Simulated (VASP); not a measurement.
The system is BaTiO3.

```
Ba Ti O
1.0
     2.86290    1.65289    2.35635
    -2.86290    1.65289    2.35635
     0.00000   -3.30579    2.35635
Ba Ti O
1 1 3
Direct
  0.00501 0.00501 0.00501
  0.51917 0.51917 0.51917
  0.48837 0.48837 0.97779
  0.48837 0.97779 0.48837
  0.97779 0.48837 0.48837
```

Program: VASP 6.6.1. Alike in all runs: task single point; potentials or basis VASP PAW PBE potentials, release 64 (Ba_sv, Ti_sv, O); no spin polarisation; cell as given; k mesh 6 × 6 × 6; cutoff (eV) 520; smearing gaussian 0.02 eV.

Task: Order these runs on this cell by their pressure, lowest first.
A. level PBE+U; U Ti d U = 4.0 eV
B. level r2SCAN
C. level PBE

Result: B (-1.4 GPa), C (1.6 GPa), A (4.9 GPa).

Caveats: the PAW data sets were made with another functional, which shifts forces and pressure a little (at least some runs); the cell stands under pressure (at least some runs).
